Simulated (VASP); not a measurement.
Ir, 1 atom in the cell. Symmetry: Fm-3m, No. 225, cubic system. The conventional cell has a = 3.831 Å, b = 3.831 Å, c = 3.831 Å, α = 90.00°, β = 90.00°, γ = 90.00°. Within 3.6 Å of Ir (site symmetry m-3m) lie 12 Ir at 2.71 Å. 

```yaml
Program: VASP 6.6.1
Task: single point
Functional: PBE
Potentials_or_basis: VASP PAW PBE potentials, release 64 (Ir)
Cutoff: 520 eV
k_mesh: 12 × 12 × 12
Occupations: gaussian, width 0.015 eV
Spin: no spin polarisation
Dipole_correction: no
Further_INCAR_settings: ALGO = Normal; EDIFF = 1e-07; NBANDS = 10
```

Potentials or basis: VASP PAW PBE potentials, release 64 (Ir).

The run is started by

```sh
$ cat potpaw_PBE.64/Ir/POTCAR > POTCAR
$ mpirun -np 1 vasp_std > vasp.out
```

Hardware: 1 thread of AMD EPYC 7R13, with other jobs on the host.

Q: How long does it take, and how much memory?

A: It took 18 s on 1 thread of AMD EPYC 7R13, with other jobs on the host, peak memory 0.1 GiB. Counts: scf iterations 12, k points 72.
